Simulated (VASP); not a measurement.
Set up this calculation in VASP 6.6.1, as the native input.

```
Task                   : single point
Functional             : PBE
Potentials or basis    : VASP PAW PBE potentials, release 64 (Hf_pv)
Cutoff                 : 520 eV
k mesh                 : 16 × 16 × 16
Occupations            : fermi-dirac, width 0.05 eV
Spin                   : no spin polarisation
Dipole correction      : no
Further INCAR settings : ALGO = Normal; EDIFF = 1e-06; NBANDS = 17
```

The structure of Hf lies in POSCAR:

```
Hf
1.0
   -2.4173396177      2.4173396177      1.3277500200
    2.4173396177     -2.4173396177      1.3277500200
    2.4173396177      2.4173396177     -1.3277500200
Hf
2
Direct
   -0.3750000000     -0.1250000000     -0.2500000000
    0.3750000000      0.1250000000      0.2500000000
```

One way to write it, as run:

INCAR

```
ALGO = Normal ; EDIFF = 1E-6
ENCUT = 520 ; GGA = PE
ISIF = 2 ; ISMEAR = -1
LASPH = True ; LCHARG = False
LREAL = False ; LWAVE = False
NBANDS = 17 ; NELM = 80
PREC = Accurate ; SIGMA = 0.05
```

KPOINTS

```
k-points
0
Gamma
  16 16 16
```

Potentials or basis: VASP PAW PBE potentials, release 64 (Hf_pv).

Launch:

```sh
$ cat potpaw_PBE.64/Hf_pv/POTCAR > POTCAR
$ mpirun -np 1 vasp_std > vasp.out
```

It gave:

```yaml
Pressure: 72.5 GPa
Band_gap_on_the_k_mesh: zero (band 10 reaches 7.72 eV, above the bottom of band 11 at 6.21 eV)
```

Caveat: spin-orbit coupling is left out, which moves the levels of the heavy elements.

Run time: 73 s on 1 thread of Intel(R) Xeon(R) 6975P-C (Granite Rapids), on a shared host, peak memory 0.27 GiB.
